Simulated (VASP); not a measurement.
# PbS (Galena) (Fm-3m) in VASP: a series of runs, part 2 of 2

VASP 6.6.1. Earlier steps stand in the parts before.

**3. Single point, LDA, non-collinear spin, zero start, spin-orbit coupling**

This run uses another cell than the first one, of 24.52 Å³/atom, 0.940 times its volume.

INCAR reads:

```
SYSTEM = PbS
  PREC = Accurate
  ENCUT = 520
  EDIFF = 1E-6
  ISMEAR = -1
  SIGMA = 0.05
  LREAL = .FALSE.
  LASPH = .TRUE.
  NELM = 150
  ALGO = Normal
  ISIF = 2
  LWAVE = .FALSE.
  LCHARG = .TRUE.
  LNONCOLLINEAR = .TRUE.
  MAGMOM = 0 0 0 0 0 0
  LORBIT = 11
  LSORBIT = .TRUE.
  GGA_COMPAT = .FALSE.
  LORBMOM = .TRUE.
  GGA = CA
  LVHAR = .TRUE.
  NBANDS = 32
```

KPOINTS reads:

```
regular mesh
0
G
  8 8 8
  0 0 0
```

POSCAR reads:

```
PbS
1.0
    0.0000000000      2.9052075019      2.9052075019
    2.9052075019      0.0000000000      2.9052075019
    2.9052075019      2.9052075019      0.0000000000
Pb S
1 1
Direct
    0.0000000000      0.0000000000      0.0000000000
    0.5000000000      0.5000000000      0.5000000000
```

Potentials or basis: VASP PAW LDA potentials, release 64 (Pb_d, S).

Command:

```
$ cat potpaw_LDA.64/Pb_d/POTCAR potpaw_LDA.64/S/POTCAR > POTCAR
$ mpirun -np 1 vasp_ncl > vasp.out
```

OUTCAR:

```text
SYSTEM = PbS
   PREC = Accurate
   ENCUT = 520
   EDIFF = 1E-6
   ISMEAR = -1
   LREAL = .FALSE.
   LASPH = .TRUE.
   NELM = 150
   ISIF = 2
   LNONCOLLINEAR = .TRUE.
   LORBIT = 11
   LSORBIT = .TRUE.
   GGA = CA

 ion  position               nearest neighbor table
   1  0.000  0.000  0.000-   2 2.91   2 2.91   2 2.91   2 2.91   2 2.91   2 2.91
   2  0.500  0.500  0.500-   1 2.91   1 2.91   1 2.91   1 2.91   1 2.91   1 2.91

  LATTYP: Found a face centered cubic cell.
 ALAT       =     5.8104150038

  Lattice vectors:

 A1 = (   0.0000000000,   2.9052075019,   2.9052075019)
 A2 = (   2.9052075019,   0.0000000000,   2.9052075019)
 A3 = (   2.9052075019,   2.9052075019,   0.0000000000)

Analysis of symmetry for initial positions (statically):
=====================================================================
 Subroutine PRICEL returns:
 Original cell was already a primitive cell.

 Routine SETGRP: Setting up the symmetry group for a
 face centered cubic supercell.

 Subroutine GETGRP returns: Found 48 space group operations
[... 9 lines left out ...]

 Routine SETGRP: Setting up the symmetry group for a
 face centered cubic supercell.

 Subroutine GETGRP returns: Found 48 space group operations
 (whereof 48 operations were pure point group operations)
 out of a pool of 48 trial point group operations.

The dynamic configuration has the point symmetry O_h .

Analysis of structural, dynamic, and magnetic symmetry:
=====================================================================
 Subroutine PRICEL returns:
 Original cell was already a primitive cell.

 Routine SETGRP: Setting up the symmetry group for a
 face centered cubic supercell.

 Subroutine GETGRP returns: Found 48 space group operations
 (whereof 48 operations were pure point group operations)
 out of a pool of 48 trial point group operations.

The overall configuration has the point symmetry O_h .

 Subroutine INISYM returns: Found 48 space group operations
[... 5 lines left out ...]
                                     Primitive cell

  volume of cell :      49.0412

  direct lattice vectors                    reciprocal lattice vectors
     0.000000000  2.905207502  2.905207502    -0.172104746  0.172104746  0.172104746
     2.905207502  0.000000000  2.905207502     0.172104746 -0.172104746  0.172104746
     2.905207502  2.905207502  0.000000000     0.172104746  0.172104746 -0.172104746

  length of vectors
     4.108583851  4.108583851  4.108583851     0.298094165  0.298094165  0.298094165

  position of ions in fractional coordinates (direct lattice)
     0.000000000  0.000000000  0.000000000
     0.500000000  0.500000000  0.500000000

  ion indices of the primitive-cell ions
   primitive index   ion index
                 1           1
                 2           2

----------------------------------------------------------------------------------------

 KPOINTS: regular mesh

Automatic generation of k-mesh.
 Grid dimensions read from file:
 generate k-points for:    8    8    8
[... 962 lines left out ...]

------------------------ aborting loop because EDIFF is reached ----------------------------------------

  FORCE on cell =-STRESS in cart. coord.  units (eV):
  Direction    XX          YY          ZZ          XY          YZ          ZX
  --------------------------------------------------------------------------------------
  -------------------------------------------------------------------------------------
  Total        0.2214368      0.2214368      0.2214368      0.0000000      0.0000000     -0.0000000
  in kB        7.2343389      7.2343389      7.2343389      0.0000000      0.0000000     -0.0000000
  external PRESSURE =       7.2343389 kB  Pullay stress =       0.0000000 kB

 VOLUME and BASIS-vectors are now :
 -----------------------------------------------------------------------------
  energy-cutoff  :      520.00
  volume of cell :       49.04
      direct lattice vectors                 reciprocal lattice vectors
     0.000000000  2.905207502  2.905207502    -0.172104746  0.172104746  0.172104746
     2.905207502  0.000000000  2.905207502     0.172104746 -0.172104746  0.172104746
     2.905207502  2.905207502  0.000000000     0.172104746  0.172104746 -0.172104746

 POSITION                                       TOTAL-FORCE (eV/Angst)
 -----------------------------------------------------------------------------------
      0.00000      0.00000      0.00000         0.000000      0.000000      0.000000
      2.90521      2.90521      2.90521        -0.000000      0.000000     -0.000000
 -----------------------------------------------------------------------------------
    total drift:                                0.000000     -0.000000     -0.000000

  FREE ENERGIE OF THE ION-ELECTRON SYSTEM (eV)
  ---------------------------------------------------
  free  energy   TOTEN  =       -10.4011158820 eV

  energy  without entropy=      -10.4009436245  energy(sigma->0) =      -10.40102975

 orbital moment (x)

 # of ion     p       d       tot
 ----------------------------------------
  1         0.000  -0.000  -0.000
  2         0.000   0.000   0.000
 ----------------------------------------
            0.000  -0.000  -0.000

 orbital moment (y)

 # of ion     p       d       tot
 ----------------------------------------
  1         0.000  -0.000  -0.000
  2         0.000   0.000   0.000
 ----------------------------------------
            0.000  -0.000  -0.000

 orbital moment (z)

 # of ion     p       d       tot
 ----------------------------------------
  1         0.000   0.000   0.000
  2         0.000   0.000   0.000
 ----------------------------------------
            0.000   0.000   0.000

 Spin-Orbit-Coupling matrix elements

 Ion:    1  E_soc:     -0.8448696
 l=   1
     0.0000000    -0.0724391    -0.0724391
    -0.0724391     0.0000000    -0.0724391
    -0.0724391    -0.0724391     0.0000000
 l=   2
     0.0000000    -0.0138021     0.0000000    -0.0138021    -0.0545704
    -0.0138021     0.0000000    -0.0409278    -0.0138021    -0.0136426
     0.0000000    -0.0409278     0.0000000    -0.0409278     0.0000000
    -0.0138021    -0.0138021    -0.0409278     0.0000000    -0.0136426
    -0.0545704    -0.0136426     0.0000000    -0.0136426     0.0000000
 l=   3
     0.0000000     0.0000000     0.0000000     0.0000000     0.0000000     0.0000000     0.0000000
     0.0000000     0.0000000     0.0000000     0.0000000     0.0000000     0.0000000     0.0000000
     0.0000000     0.0000000     0.0000000     0.0000000     0.0000000     0.0000000     0.0000000
     0.0000000     0.0000000     0.0000000     0.0000000     0.0000000     0.0000000     0.0000000
     0.0000000     0.0000000     0.0000000     0.0000000     0.0000000     0.0000000     0.0000000
     0.0000000     0.0000000     0.0000000     0.0000000     0.0000000     0.0000000     0.0000000
     0.0000000     0.0000000     0.0000000     0.0000000     0.0000000     0.0000000     0.0000000

 Ion:    2  E_soc:     -0.0042715
 l=   1
     0.0000000    -0.0007119    -0.0007119
    -0.0007119     0.0000000    -0.0007119
    -0.0007119    -0.0007119     0.0000000
 l=   2
     0.0000000     0.0000000     0.0000000     0.0000000     0.0000000
     0.0000000     0.0000000     0.0000000     0.0000000     0.0000000
     0.0000000     0.0000000     0.0000000     0.0000000     0.0000000
     0.0000000     0.0000000     0.0000000     0.0000000     0.0000000
     0.0000000     0.0000000     0.0000000     0.0000000     0.0000000
 l=   3
     0.0000000     0.0000000     0.0000000     0.0000000     0.0000000     0.0000000     0.0000000
     0.0000000     0.0000000     0.0000000     0.0000000     0.0000000     0.0000000     0.0000000
     0.0000000     0.0000000     0.0000000     0.0000000     0.0000000     0.0000000     0.0000000
     0.0000000     0.0000000     0.0000000     0.0000000     0.0000000     0.0000000     0.0000000
     0.0000000     0.0000000     0.0000000     0.0000000     0.0000000     0.0000000     0.0000000
     0.0000000     0.0000000     0.0000000     0.0000000     0.0000000     0.0000000     0.0000000
     0.0000000     0.0000000     0.0000000     0.0000000     0.0000000     0.0000000     0.0000000

 total charge

# of ion       s       p       d       tot
------------------------------------------
    1        1.467   0.588   9.848  11.904
    2        1.359   2.315   0.000   3.673
--------------------------------------------------
tot          2.826   2.903   9.848  15.577

 magnetization (x)

# of ion       s       p       d       tot
------------------------------------------
    1       -0.000  -0.000   0.000  -0.000
    2       -0.000   0.000   0.000  -0.000
--------------------------------------------------
tot         -0.000  -0.000   0.000  -0.000

 magnetization (y)

# of ion       s       p       d       tot
------------------------------------------
    1        0.000  -0.000   0.000  -0.000
    2        0.000   0.000   0.000   0.000
--------------------------------------------------
tot          0.000  -0.000   0.000   0.000

 magnetization (z)

# of ion       s       p       d       tot
------------------------------------------
    1        0.000   0.000   0.000   0.000
    2       -0.000   0.000   0.000  -0.000
--------------------------------------------------
tot         -0.000   0.000   0.000  -0.000
```

stdout:

```text
POSCAR found type information on POSCAR PbS
 POSCAR found :  2 types and       2 ions
 scaLAPACK will be used
 LDA part: xc-table for (Slater(with rela. corr.)+CA(PZ))
 , standard interpolation
 POSCAR, INCAR and KPOINTS ok, starting setup
 FFT: planning ... GRIDC
 FFT: planning ... GRID_SOFT
 FFT: planning ... GRID
 WAVECAR not read
 entering main loop
```

Run time: 55 s. Hardware: 1 thread of Intel Xeon Platinum 8488C (Sapphire Rapids), shared host; peak memory 0.27 GiB.

What came out:

```yaml
Free_energy: -10.4011 eV
Pressure: 0.7 GPa
Net_moment: 0.00 μB per cell
Valence_electrons_inside_the_program's_atomic_spheres: Pb 11.90; S 3.67
```

Moments on the atoms (μB; x, y, z):
```
Pb  0.00 0.00 0.00
S   0.00 0.00 0.00
```
